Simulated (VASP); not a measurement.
# AlAs (F-43m) in VASP: further runs

The runs below take AlAs through single point, with PBE.

All numbers are computed with VASP 6.6.1; they aren't measurements. Logs are shortened: lines on timing, memory, paths and dates and some standing lists are left out, and cuts for length are marked.

## 1. The cell of the first run

Symmetry: F-43m, No. 216, cubic system. The conventional cell has a = 5.661 Å, b = 5.661 Å, c = 5.661 Å, α = 90.00°, β = 90.00°, γ = 90.00°. Within 3.2 Å of Al (site symmetry -43m) lie 4 As at 2.45 Å. Within 3.2 Å of As (site symmetry -43m) lie 4 Al at 2.45 Å.

## 2. Single point, PBE

INCAR reads:

```
SYSTEM = AlAs
PREC     = Accurate       ! precision mode
ENCUT    = 500            ! plane-wave cutoff, eV
EDIFF    = 1E-6           ! SCF threshold, eV
ISMEAR   = 0              ! smearing method
SIGMA    = 0.01           ! smearing width, eV
LREAL    = .FALSE.        ! projectors in reciprocal space
LASPH    = .TRUE.         ! aspherical terms in the spheres
NELM     = 120            ! most SCF steps
ALGO     = Normal         ! electronic algorithm
ISIF     = 2              ! what is computed and relaxed
LWAVE    = .FALSE.        ! write WAVECAR
LCHARG   = .FALSE.        ! write CHGCAR
GGA      = PE             ! functional
NBANDS   = 11             ! bands
GGA_COMPAT= .FALSE.
```

KPOINTS reads:

```
regular mesh
0
G
  5 5 5
  0 0 0
```

POSCAR reads:

```
AlAs
1.0
    0.0000000000      2.8304000000      2.8304000000
    2.8304000000      0.0000000000      2.8304000000
    2.8304000000      2.8304000000      0.0000000000
Al As
1 1
Direct
    0.0000000000      0.0000000000      0.0000000000
    0.2500000000      0.2500000000      0.2500000000
```

Potentials or basis: VASP PAW PBE potentials, release 64 (Al, As).

The run is started by

```sh
$ cat potpaw_PBE.64/Al/POTCAR potpaw_PBE.64/As/POTCAR > POTCAR
$ mpirun -np 1 vasp_std > vasp.out
```

OUTCAR:

```text
SYSTEM = AlAs
   PREC = Accurate
   ENCUT = 500
   EDIFF = 1E-6
   ISMEAR = 0
   LREAL = .FALSE.
   LASPH = .TRUE.
   NELM = 120
   ISIF = 2
   GGA = PE

 ion  position               nearest neighbor table
   1  0.000  0.000  0.000-   2 2.45   2 2.45   2 2.45   2 2.45
   2  0.250  0.250  0.250-   1 2.45   1 2.45   1 2.45   1 2.45

  LATTYP: Found a face centered cubic cell.
 ALAT       =     5.6608000000

  Lattice vectors:

 A1 = (   0.0000000000,   2.8304000000,   2.8304000000)
 A2 = (   2.8304000000,   0.0000000000,   2.8304000000)
 A3 = (   2.8304000000,   2.8304000000,   0.0000000000)

Analysis of symmetry for initial positions (statically):
=====================================================================
 Subroutine PRICEL returns:
 Original cell was already a primitive cell.

 Routine SETGRP: Setting up the symmetry group for a
 face centered cubic supercell.

 Subroutine GETGRP returns: Found 24 space group operations
 (whereof 24 operations were pure point group operations)
 out of a pool of 48 trial point group operations.

The static configuration has the point symmetry T_d .

Analysis of symmetry for dynamics (positions and initial velocities):
=====================================================================
 Subroutine PRICEL returns:
 Original cell was already a primitive cell.

 Routine SETGRP: Setting up the symmetry group for a
 face centered cubic supercell.

 Subroutine GETGRP returns: Found 24 space group operations
 (whereof 24 operations were pure point group operations)
 out of a pool of 48 trial point group operations.

The dynamic configuration has the point symmetry T_d .

 Subroutine INISYM returns: Found 24 space group operations
 (whereof 24 operations are pure point group operations),
 and found     1 'primitive' translations

----------------------------------------------------------------------------------------

                                     Primitive cell

  volume of cell :      45.3496

  direct lattice vectors                    reciprocal lattice vectors
     0.000000000  2.830400000  2.830400000    -0.176653477  0.176653477  0.176653477
     2.830400000  0.000000000  2.830400000     0.176653477 -0.176653477  0.176653477
     2.830400000  2.830400000  0.000000000     0.176653477  0.176653477 -0.176653477

  length of vectors
     4.002790067  4.002790067  4.002790067     0.305972797  0.305972797  0.305972797

  position of ions in fractional coordinates (direct lattice)
     0.000000000  0.000000000  0.000000000
     0.250000000  0.250000000  0.250000000

  ion indices of the primitive-cell ions
   primitive index   ion index
                 1           1
                 2           2

----------------------------------------------------------------------------------------

 KPOINTS: regular mesh

Automatic generation of k-mesh.
 Grid dimensions read from file:
 generate k-points for:    5    5    5

 Generating k-lattice:

  Cartesian coordinates                     Fractional coordinates (reciprocal lattice)
    -0.035330695  0.035330695  0.035330695     0.200000000  0.000000000  0.000000000
     0.035330695 -0.035330695  0.035330695     0.000000000  0.200000000  0.000000000
     0.035330695  0.035330695 -0.035330695     0.000000000  0.000000000  0.200000000

  Length of vectors
     0.061194559  0.061194559  0.061194559

  Shift w.r.t. Gamma in fractional coordinates (k-lattice)
     0.000000000  0.000000000  0.000000000

 Subroutine IBZKPT returns following result:
 ===========================================

 Found     10 irreducible k-points:

 Following reciprocal coordinates:
            Coordinates               Weight
  0.000000  0.000000  0.000000      1.000000
  0.200000  0.000000  0.000000      8.000000
  0.400000  0.000000  0.000000      8.000000
  0.200000  0.200000  0.000000      6.000000
  0.400000  0.200000  0.000000     24.000000
 -0.400000  0.200000  0.000000     24.000000
 -0.200000  0.200000  0.000000     12.000000
  0.400000  0.400000  0.000000      6.000000
 -0.400000  0.400000  0.000000     12.000000
 -0.400000  0.400000  0.200000     24.000000
   k-points           NKPTS =     10   k-points in BZ     NKDIM =     10   number of bands    NBANDS=     11
   number of dos      NEDOS =    301   number of ions     NIONS =      2
   total plane-waves  NPLWV =  27000
   dimension x,y,z NGX =    30 NGY =   30 NGZ =   30
   dimension x,y,z NGXF=    60 NGYF=   60 NGZF=   60
   ions per type =               1   1
   NGX,Y,Z   is equivalent  to a cutoff of  12.46, 12.46, 12.46 a.u.
   NGXF,Y,Z  is equivalent  to a cutoff of  24.92, 24.92, 24.92 a.u.
 SYSTEM =  AlAs
   PREC   = accura    normal or accurate (medium, high low for compatibility)
   ISTART =      0    job   : 0-new  1-cont  2-samecut
   ICHARG =      2    charge: 1-file 2-atom 10-const
   ISPIN  =      1    spin polarized calculation?
   LNONCOLLINEAR =      F non collinear calculations
   LSORBIT =      F    spin-orbit coupling
   LASPH  =      T    aspherical Exc in radial PAW
   ENCUT  =  500.0 eV  36.75 Ry    6.06 a.u.   7.30  7.30  7.30*2*pi/ulx,y,z
   NELM   =    120;   NELMIN=  2; NELMDL= -5     # of ELM steps
   EDIFF  = 0.1E-05   stopping-criterion for ELM
   LREAL  =      F    real-space projection
   EDIFFG = 0.1E-04   stopping-criterion for IOM
   NSW    =      0    number of steps for IOM
   IBRION =     -1    ionic relax: 0-MD 1-quasi-New 2-CG
   NFREE  =      0    steps in history (QN), initial steepest desc. (CG)
   ISIF   =      2    stress and relaxation
   ISYM   =      2    0-nonsym 1-usesym 2-fastsym
   POTIM  = 0.5000    time-step for ionic-motion
   TEBEG  =    0.0;   TEEND  =   0.0 temperature during run
   PSTRESS=    0.0 pullay stress
   NELECT =       8.0000    total number of electrons
   NUPDOWN=      -1.0000    fix difference up-down
   EMIN   =  10.00;   EMAX   =-10.00  energy-range for DOS
   EFERMI =   0.00;   METHOD = LEGACY
   ISMEAR =     0;   SIGMA  =   0.01  broadening in eV -4-tet -1-fermi 0-gaus
   EFERMI_NEDOS =   21; number of points for ismear=-14 and -15
   IALGO  =     38    algorithm
   IMIX   =      4    mixing-type and parameters
     AMIX     =   0.40;   BMIX     =  1.00
     AMIX_MAG =   1.60;   BMIX_MAG =  1.00
  volume/ion in A,a.u.               =      22.67       153.02
  Fermi-wavevector in a.u.,A,eV,Ry     =   0.918150  1.735052 11.469706  0.843000
  Thomas-Fermi vector in A             =   2.043199
   LORBIT       =      0    0 simple, 1 ext, 2 COOP (PROOUT), +10 PAW based schemes
   GGA     = PE    functional components
   LHFCALC =     F    Hartree Fock is set to
   AEXX    =    0.0000 exact exchange contribution
   IVDW    =     0    specifies the selected vdW correction
   LEPSILON=     F    determine dielectric tensor
   LRPA    =     F    only Hartree local field effects (RPA)
 non-spin polarized calculation
 Gauss-broadening in eV      SIGMA  =   0.01
  energy-cutoff  :      500.00
  volume of cell :       45.35
 maximum number of plane-waves:      1167
 NGX is ok and might be reduce to    30
   NGX = 15   NGY = 15   NGZ = 15

 number of electron       8.0000000 magnetization

 Free energy of the ion-electron system (eV)
  ---------------------------------------------------
  ext. energy  EPLUGINS =         0.00000000
  ---------------------------------------------------
  free energy    TOTEN  =        -9.33896509 eV

  energy without entropy =       -9.33896509  energy(sigma->0) =       -9.33896509

 E-fermi :   3.9837     XC(G=0):  -9.0343

 val. band max:        3.9041164691   @ k =   0.0000   0.0000   0.0000
 cond. band min:       5.5415277947   @ k =   0.4000   0.4000   0.0000
 fundamental gap:      1.6374113256
 Fermi energy:         3.9837002450

 k-point     1 :       0.0000    0.0000    0.0000
  band No.  band energies     occupation
      1      -7.9608      2.00000
      2       3.9041      2.00000
      3       3.9041      2.00000
      4       3.9041      2.00000
      5       5.9627      0.00000
      6       8.1809      0.00000
      7       8.1809      0.00000
      8       8.1809      0.00000
      9      12.7687      0.00000
     10      12.9061      0.00000
     11      12.9061      0.00000

 k-point     2 :       0.2000    0.0000    0.0000
  band No.  band energies     occupation
      1      -7.5795      2.00000
      2       1.2757      2.00000
      3       3.5530      2.00000
      4       3.5530      2.00000
      5       6.6635      0.00000
      6       8.7216      0.00000
      7       8.7216      0.00000
      8       9.5842      0.00000
      9      12.0761      0.00000
     10      12.0761      0.00000
     11      13.5367      0.00000

 k-point     3 :       0.4000    0.0000    0.0000
  band No.  band energies     occupation
      1      -6.7353      2.00000
      2      -1.2562      2.00000
      3       3.1365      2.00000
      4       3.1365      2.00000
      5       6.1246      0.00000
      6       8.6528      0.00000
      7       8.6528      0.00000
      8      11.6548      0.00000
      9      13.8844      0.00000
     10      13.8844      0.00000
     11      13.9739      0.00000
[... 71 lines left out ...]
 k-point     9 :      -0.4000    0.4000    0.0000
  band No.  band energies     occupation
      1      -5.9885      2.00000
      2      -1.3540      2.00000
      3       0.7107      2.00000
      4       1.9679      2.00000
      5       5.9461      0.00000
      6       8.0108      0.00000
      7      12.6164      0.00000
      8      12.7332      0.00000
      9      13.2502      0.00000
     10      14.2017      0.00000
     11      18.1807      0.00000

 k-point    10 :      -0.4000    0.4000    0.2000
  band No.  band energies     occupation
      1      -6.1401      2.00000
      2      -1.0971      2.00000
      3       0.7747      2.00000
      4       1.6818      2.00000
      5       7.7917      0.00000
      6       8.7924      0.00000
      7       9.1741      0.00000
      8      12.3481      0.00000
      9      13.0755      0.00000
     10      14.6638      0.00000
     11      17.8169      0.00000

------------------------ aborting loop because EDIFF is reached ----------------------------------------

  FORCE on cell =-STRESS in cart. coord.  units (eV):
  Direction    XX          YY          ZZ          XY          YZ          ZX
  --------------------------------------------------------------------------------------
  -------------------------------------------------------------------------------------
  Total        0.8062600      0.8062600      0.8062600     -0.0000000     -0.0000000      0.0000000
  in kB       28.4847405     28.4847405     28.4847405     -0.0000000     -0.0000000      0.0000000
  external PRESSURE =      28.4847405 kB  Pullay stress =       0.0000000 kB

 VOLUME and BASIS-vectors are now :
 -----------------------------------------------------------------------------
  energy-cutoff  :      500.00
  volume of cell :       45.35
      direct lattice vectors                 reciprocal lattice vectors
     0.000000000  2.830400000  2.830400000    -0.176653477  0.176653477  0.176653477
     2.830400000  0.000000000  2.830400000     0.176653477 -0.176653477  0.176653477
     2.830400000  2.830400000  0.000000000     0.176653477  0.176653477 -0.176653477

 POSITION                                       TOTAL-FORCE (eV/Angst)
 -----------------------------------------------------------------------------------
      0.00000      0.00000      0.00000        -0.000000     -0.000000     -0.000000
      1.41520      1.41520      1.41520         0.000000      0.000000      0.000000
 -----------------------------------------------------------------------------------
    total drift:                               -0.000000     -0.000000     -0.000000

  FREE ENERGIE OF THE ION-ELECTRON SYSTEM (eV)
  ---------------------------------------------------
  free  energy   TOTEN  =        -9.3389650856 eV

  energy  without entropy=       -9.3389650856  energy(sigma->0) =       -9.33896509
```

It took 14 s on 1 thread of Intel Xeon 8259CL, shared host; peak memory 0.16 GiB.

What came out:

```
Free energy            : -9.3390 eV
Pressure               : 2.8 GPa
Band gap on the k mesh : 1.64 eV, indirect (least direct gap 2.06 eV)
```

Levels at points of the mesh, in eV from the valence-band top:
```tsv
k point	band 2	band 3	band 4	band 5	band 6	band 7
(0.00, 0.00, 0.00)	0.00	0.00	0.00	2.06	4.28	4.28
```

A k mesh can miss the band edges.

## 3. Single point, PBE

INCAR reads:

```
  PREC = Accurate
  ENCUT = 500
  EDIFF = 1E-6
  ISMEAR = 0
  SIGMA = 0.01
  LREAL = False
  LASPH = True
  NELM = 120
  ALGO = Normal
  ISIF = 2
  LWAVE = False
  LCHARG = True
  GGA = PE
  LELF = True
  LVHAR = True
  NBANDS = 11
  GGA_COMPAT = False
```

KPOINTS reads:

```
regular mesh
0
Gamma
  6 6 6
```

POSCAR is that of step 2.

Potentials or basis: VASP PAW PBE potentials, release 64 (Al, As).

The run is started by

```sh
$ cat potpaw_PBE.64/Al/POTCAR potpaw_PBE.64/As/POTCAR > POTCAR
$ mpirun -np 1 vasp_std > vasp.out
```

Run time: 18 s. Hardware: 1 thread of Intel Xeon 8259CL, shared host; peak memory 0.16 GiB.

Results (log left out):

| Property | Result |
| --- | --- |
| Free energy | -9.3629 eV |
| Pressure | 2.8 GPa |
| Band gap on the k mesh | 1.43 eV, indirect (least direct gap 2.06 eV) |

Levels at points of the mesh, in eV from the valence-band top:
```
           k point  band 1  band 2  band 3  band 4  band 5  band 6  band 7  band 8  band 9
(0.00, 0.00, 0.00)  -11.86    0.00    0.00    0.00    2.06    4.28    4.28    4.28    8.87
(0.50, 0.00, 0.00)  -10.44   -5.57   -0.83   -0.83    2.14    4.68    4.68    7.75   11.20
(0.50, 0.50, 0.00)   -9.89   -5.43   -2.18   -2.18    1.43    2.29   10.33   10.33   11.78
```
